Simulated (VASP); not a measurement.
# SiC in VASP: a series of runs

Runs on SiC. Level: r2SCAN. Tasks: single point.

Everything below comes from runs of VASP 6.6.1. Logs are shortened: lines on timing, memory, paths and dates and some standing lists are left out, and cuts for length are marked.

## (1) The cell of the first run

It takes space group F-43m (No. 216, cubic). Conventional cell: a = 4.356 Å, b = 4.356 Å, c = 4.356 Å, α = 90.00°, β = 90.00°, γ = 90.00°. Within 2.5 Å of Si (site symmetry -43m) lie 4 C at 1.89 Å. C (site symmetry -43m) has 4 Si at 1.89 Å within 2.5 Å.

## (2) Single point, r2SCAN

POSCAR

```
SiC
1.0
    2.1781700297      2.1781700297      0.0000000000
   -2.1781700297      2.1781700297      0.0000000000
    0.0000000000      2.1781700297      2.1781700297
Si C
1 1
Direct
    0.0000000000      0.0000000000      0.0000000000
    0.7500000000      0.2500000000      0.5000000000
```

INCAR.step1

```
SYSTEM = SiC
PREC     = Accurate       ! precision mode
ENCUT    = 520            ! plane-wave cutoff, eV
ISMEAR   = 0              ! smearing method
SIGMA    = 0.01           ! smearing width, eV
LREAL    = .False.        ! projectors in reciprocal space
LASPH    = .True.         ! aspherical terms in the spheres
NELM     = 60             ! most SCF steps
NBANDS   = 11             ! bands
GGA      = PE             ! functional
ALGO     = Normal         ! electronic algorithm
EDIFF    = 1E-4           ! SCF threshold, eV
LWAVE    = .True.         ! write WAVECAR
LCHARG   = .False.        ! write CHGCAR
```

INCAR.step2

```
SYSTEM = SiC
PREC     = Accurate       ! precision mode
ENCUT    = 520            ! plane-wave cutoff, eV
EDIFF    = 1E-6           ! SCF threshold, eV
ISMEAR   = 0              ! smearing method
SIGMA    = 0.01           ! smearing width, eV
LREAL    = .False.        ! projectors in reciprocal space
LASPH    = .True.         ! aspherical terms in the spheres
NELM     = 60             ! most SCF steps
ALGO     = Normal         ! electronic algorithm
ISIF     = 2              ! what is computed and relaxed
LWAVE    = .False.        ! write WAVECAR
LCHARG   = .True.         ! write CHGCAR
METAGGA  = R2SCAN         ! meta-GGA
LMIXTAU  = .True.       
LELF     = .True.         ! ELF
LVHAR    = .True.       
NBANDS   = 11             ! bands
ISTART   = 1
```

KPOINTS

```
regular mesh
0
Gamma
  10 10 10
  0 0 0
```

Potentials or basis: VASP PAW PBE potentials, release 64 (Si, C).

Command:

```bash
$ cat potpaw_PBE.64/Si/POTCAR potpaw_PBE.64/C/POTCAR > POTCAR
$ cp INCAR.step1 INCAR
$ mpirun -np 1 vasp_std > vasp.out
$ cp INCAR.step2 INCAR
$ mpirun -np 1 vasp_std > vasp.out
```

OUTCAR:

```text
SYSTEM = SiC
   PREC = Accurate
   ENCUT = 520
   EDIFF = 1E-6
   ISMEAR = 0
   LREAL = .False.
   LASPH = .True.
   NELM = 60
   ISIF = 2
   METAGGA = R2SCAN
   ISTART = 1

 ion  position               nearest neighbor table
   1  0.000  0.000  0.000-   2 1.89   2 1.89   2 1.89   2 1.89
   2  0.750  0.250  0.500-   1 1.89   1 1.89   1 1.89   1 1.89

  LATTYP: Found a face centered cubic cell.
 ALAT       =     4.3563400594

  Lattice vectors:

 A1 = (   0.0000000000,   2.1781700297,   2.1781700297)
 A2 = (   2.1781700297,   0.0000000000,   2.1781700297)
 A3 = (   2.1781700297,   2.1781700297,   0.0000000000)

Analysis of symmetry for initial positions (statically):
=====================================================================
 Subroutine PRICEL returns:
 Original cell was already a primitive cell.

 Routine SETGRP: Setting up the symmetry group for a
 face centered cubic supercell.

 Subroutine GETGRP returns: Found 24 space group operations
 (whereof 24 operations were pure point group operations)
 out of a pool of 48 trial point group operations.

The static configuration has the point symmetry T_d .

Analysis of symmetry for dynamics (positions and initial velocities):
=====================================================================
 Subroutine PRICEL returns:
 Original cell was already a primitive cell.

 Routine SETGRP: Setting up the symmetry group for a
 face centered cubic supercell.

 Subroutine GETGRP returns: Found 24 space group operations
 (whereof 24 operations were pure point group operations)
 out of a pool of 48 trial point group operations.

The dynamic configuration has the point symmetry T_d .

 Subroutine INISYM returns: Found 24 space group operations
 (whereof 24 operations are pure point group operations),
 and found     1 'primitive' translations

----------------------------------------------------------------------------------------

                                     Primitive cell

  volume of cell :      20.6683

  direct lattice vectors                    reciprocal lattice vectors
     2.178170030  2.178170030  0.000000000     0.229550491  0.229550491 -0.229550491
    -2.178170030  2.178170030  0.000000000    -0.229550491  0.229550491 -0.229550491
     0.000000000  2.178170030  2.178170030     0.000000000  0.000000000  0.459100982

  length of vectors
     3.080397597  3.080397597  3.080397597     0.397593113  0.397593113  0.459100982

  position of ions in fractional coordinates (direct lattice)
     0.000000000  0.000000000  0.000000000
     0.750000000  0.250000000  0.500000000

  ion indices of the primitive-cell ions
   primitive index   ion index
                 1           1
                 2           2

----------------------------------------------------------------------------------------

 KPOINTS: regular mesh

Automatic generation of k-mesh.
 Grid dimensions read from file:
 generate k-points for:   10   10   10

 Generating k-lattice:

  Cartesian coordinates                     Fractional coordinates (reciprocal lattice)
     0.022955049  0.022955049 -0.022955049     0.100000000  0.000000000  0.000000000
    -0.022955049  0.022955049 -0.022955049     0.000000000  0.100000000  0.000000000
     0.000000000  0.000000000  0.045910098     0.000000000  0.000000000  0.100000000

  Length of vectors
     0.039759311  0.039759311  0.045910098

  Shift w.r.t. Gamma in fractional coordinates (k-lattice)
     0.000000000  0.000000000  0.000000000

 Subroutine IBZKPT returns following result:
 ===========================================

 Found     47 irreducible k-points:

 Following reciprocal coordinates:
            Coordinates               Weight
  0.000000  0.000000  0.000000      1.000000
  0.100000  0.000000  0.000000      8.000000
  0.200000  0.000000  0.000000      8.000000
  0.300000  0.000000  0.000000      8.000000
  0.400000  0.000000  0.000000      8.000000
  0.500000  0.000000  0.000000      4.000000
[... 16 lines left out ...]
  0.300000  0.300000  0.000000     12.000000
  0.400000  0.300000  0.000000     24.000000
 [... further k-points ...]
   k-points           NKPTS =     47   k-points in BZ     NKDIM =     47   number of bands    NBANDS=     11
   number of dos      NEDOS =    301   number of ions     NIONS =      2
   total plane-waves  NPLWV =  13824
   dimension x,y,z NGX =    24 NGY =   24 NGZ =   24
   dimension x,y,z NGXF=    48 NGYF=   48 NGZF=   48
   ions per type =               1   1
   NGX,Y,Z   is equivalent  to a cutoff of  12.95, 12.95, 12.95 a.u.
   NGXF,Y,Z  is equivalent  to a cutoff of  25.91, 25.91, 25.91 a.u.
 SYSTEM =  SiC
   PREC   = accura    normal or accurate (medium, high low for compatibility)
   ISTART =      1    job   : 0-new  1-cont  2-samecut
   ICHARG =      0    charge: 1-file 2-atom 10-const
   ISPIN  =      1    spin polarized calculation?
   LNONCOLLINEAR =      F non collinear calculations
   LSORBIT =      F    spin-orbit coupling
   LASPH  =      T    aspherical Exc in radial PAW
   ENCUT  =  520.0 eV  38.22 Ry    6.18 a.u.   5.73  5.73  5.73*2*pi/ulx,y,z
   NELM   =     60;   NELMIN=  2; NELMDL=  0     # of ELM steps
   EDIFF  = 0.1E-05   stopping-criterion for ELM
   LREAL  =      F    real-space projection
[... 7 lines left out ...]
   TEBEG  =    0.0;   TEEND  =   0.0 temperature during run
   PSTRESS=    0.0 pullay stress
   NELECT =       8.0000    total number of electrons
   NUPDOWN=      -1.0000    fix difference up-down
   EMIN   =  10.00;   EMAX   =-10.00  energy-range for DOS
   EFERMI =   0.00;   METHOD = LEGACY
   ISMEAR =     0;   SIGMA  =   0.01  broadening in eV -4-tet -1-fermi 0-gaus
   EFERMI_NEDOS =   21; number of points for ismear=-14 and -15
   IALGO  =     38    algorithm
   IMIX   =      4    mixing-type and parameters
     AMIX     =   0.40;   BMIX     =  1.00
     AMIX_MAG =   1.60;   BMIX_MAG =  1.00
  volume/ion in A,a.u.               =      10.33        69.74
  Fermi-wavevector in a.u.,A,eV,Ry     =   1.193080  2.254595 19.367089  1.423441
  Thomas-Fermi vector in A             =   2.329103
   LORBIT       =      0    0 simple, 1 ext, 2 COOP (PROOUT), +10 PAW based schemes
   METAGGA = R2SCAN    functional components
   LHFCALC =     F    Hartree Fock is set to
   AEXX    =    0.0000 exact exchange contribution
   IVDW    =     0    specifies the selected vdW correction
   LEPSILON=     F    determine dielectric tensor
   LRPA    =     F    only Hartree local field effects (RPA)
 non-spin polarized calculation
 Gauss-broadening in eV      SIGMA  =   0.01
  energy-cutoff  :      520.00
  volume of cell :       20.67
 maximum number of plane-waves:       568
   NGX = 11   NGY = 11   NGZ = 11

 number of electron       8.0000001 magnetization

 Free energy of the ion-electron system (eV)
  ---------------------------------------------------
  ext. energy  EPLUGINS =         0.00000000
  ---------------------------------------------------
  free energy    TOTEN  =       -19.32696328 eV

  energy without entropy =      -19.32696328  energy(sigma->0) =      -19.32696328

 E-fermi :   8.0933     XC(G=0): -11.9395

 val. band max:        7.9950722325   @ k =   0.0000   0.0000   0.0000
 cond. band min:       9.7194705282   @ k =   0.5000   0.5000   0.0000
 fundamental gap:      1.7243982957
 Fermi energy:         8.0932784474

 k-point     1 :       0.0000    0.0000    0.0000
  band No.  band energies     occupation
      1      -8.1936      2.00000
      2       7.9950      2.00000
      3       7.9951      2.00000
      4       7.9951      2.00000
      5      14.8435      0.00000
      6      15.8524      0.00000
      7      15.8524      0.00000
      8      15.8524      0.00000
      9      23.2106      0.00000
     10      23.2106      0.00000
     11      25.7777      0.00000

 k-point     2 :       0.1000    0.0000    0.0000
  band No.  band energies     occupation
      1      -7.9910      2.00000
      2       6.9461      2.00000
      3       7.8552      2.00000
      4       7.8552      2.00000
      5      15.0947      0.00000
      6      16.1114      0.00000
      7      16.1114      0.00000
      8      16.1983      0.00000
      9      22.2738      0.00000
     10      22.2738      0.00000
     11      25.3968      0.00000

 k-point     3 :       0.2000    0.0000    0.0000
  band No.  band energies     occupation
      1      -7.3933      2.00000
      2       4.7360      2.00000
      3       7.5332      2.00000
      4       7.5332      2.00000
      5      14.7832      0.00000
      6      16.4915      0.00000
      7      16.4916      0.00000
      8      17.5459      0.00000
      9      21.6101      0.00000
     10      21.6101      0.00000
     11      24.4473      0.00000

 k-point     4 :       0.3000    0.0000    0.0000
  band No.  band energies     occupation
      1      -6.4414      2.00000
      2       2.3301      2.00000
      3       7.2003      2.00000
      4       7.2004      2.00000
      5      14.3677      0.00000
      6      16.3353      0.00000
      7      16.3353      0.00000
      8      18.6216      0.00000
      9      22.5148      0.00000
     10      22.5148      0.00000
     11      24.1955      0.00000
[... 239 lines left out ...]
 k-point    22 :      -0.2000    0.2000    0.0000
  band No.  band energies     occupation
      1      -7.1251      2.00000
      2       5.4907      2.00000
      3       6.4846      2.00000
      4       6.4846      2.00000
      5      13.4831      0.00000
      6      15.6844      0.00000
      7      18.3470      0.00000
      8      18.3470      0.00000
      9      19.6185      0.00000
     10      24.4526      0.00000
     11      28.5274      0.00000

 k-point    23 :       0.3000    0.3000    0.0000
  band No.  band energies     occupation
      1      -4.0366      2.00000
      2       0.9986      2.00000
      3       2.5602      2.00000
      4       6.1251      2.00000
      5      12.9618      0.00000
      6      18.1465      0.00000
      7      18.7129      0.00000
      8      19.6979      0.00000
      9      22.2850      0.00000
     10      22.7294      0.00000
     11      30.2570      0.00000

 k-point    24 :       0.4000    0.3000    0.0000
  band No.  band energies     occupation
      1      -3.4155      2.00000
      2       0.4096      2.00000
      3       2.5845      2.00000
      4       5.5786      2.00000
      5      12.0808      0.00000
      6      17.4143      0.00000
      7      19.6644      0.00000
      8      20.3106      0.00000
      9      22.2430      0.00000
     10      24.3853      0.00000
     11      30.7577      0.00000

 [... further k-points ...]

------------------------ aborting loop because EDIFF is reached ----------------------------------------

  FORCE on cell =-STRESS in cart. coord.  units (eV):
  Direction    XX          YY          ZZ          XY          YZ          ZX
  --------------------------------------------------------------------------------------
  -------------------------------------------------------------------------------------
  Total       -0.0222844     -0.0222844     -0.0222844      0.0000000      0.0000000      0.0000000
  in kB       -1.7274523     -1.7274523     -1.7274523      0.0000000      0.0000000      0.0000000
  external PRESSURE =      -1.7274523 kB  Pullay stress =       0.0000000 kB

 VOLUME and BASIS-vectors are now :
 -----------------------------------------------------------------------------
  energy-cutoff  :      520.00
  volume of cell :       20.67
      direct lattice vectors                 reciprocal lattice vectors
     2.178170030  2.178170030  0.000000000     0.229550491  0.229550491 -0.229550491
    -2.178170030  2.178170030  0.000000000    -0.229550491  0.229550491 -0.229550491
     0.000000000  2.178170030  2.178170030     0.000000000  0.000000000  0.459100982

 POSITION                                       TOTAL-FORCE (eV/Angst)
 -----------------------------------------------------------------------------------
      0.00000      0.00000      0.00000         0.000000     -0.000000     -0.000000
      1.08909      3.26726      1.08909        -0.000000      0.000000      0.000000
 -----------------------------------------------------------------------------------
    total drift:                                0.000001      0.000000     -0.000000

  FREE ENERGIE OF THE ION-ELECTRON SYSTEM (eV)
  ---------------------------------------------------
  free  energy   TOTEN  =       -19.3269632834 eV

  energy  without entropy=      -19.3269632834  energy(sigma->0) =      -19.32696328
```

It took 36 s on 1 thread of Intel Xeon 8259CL, shared host; peak memory 0.14 GiB.

What came out:

| Property | Result |
| --- | --- |
| Free energy | -19.3270 eV |
| Pressure | -0.2 GPa |
| Band gap on the k mesh | 1.72 eV (least direct gap 5.06 eV) |

Caveat: the PAW data sets were made with another functional, which shifts forces and pressure a little. A k mesh can miss the band edges.

(Continued in part 2 of 2.)
